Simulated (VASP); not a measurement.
La, 2 atoms in the cell. The structure is hexagonal, space group P6_3/mmc (No. 194). The conventional cell has a = 3.877 Å, b = 3.877 Å, c = 6.240 Å, α = 90.00°, β = 90.00°, γ = 120.00°. La (site symmetry -6m2) has 12 La at 3.84 to 3.88 Å within 5.0 Å. 

* Program: VASP 6.6.1
* Task: single point
* Functional: BLYP
* Potentials or basis: VASP PAW PBE potentials, release 64 (La)
* Cutoff: 520 eV
* k mesh: 10 × 10 × 5
* Occupations: fermi-dirac, width 0.1 eV
* Spin: no spin polarisation
* Dipole correction: no
* Further INCAR settings: ALGO = Normal; EDIFF = 1e-06; NBANDS = 18

Potentials or basis: VASP PAW PBE potentials, release 64 (La).

Command:

```sh
$ cat potpaw_PBE.64/La/POTCAR > POTCAR
$ mpirun -np 1 vasp_std > vasp.out
```

Hardware: 1 thread of Intel(R) Xeon(R) Platinum 8488C (Sapphire Rapids), on a shared host.

**Question.** How long does it take, and how much memory?

**Answer.** Run time: 73 s on 1 thread of Intel(R) Xeon(R) Platinum 8488C (Sapphire Rapids), with other jobs on the host, peak memory 0.23 GiB. Counts: scf iterations 16, k points 42.
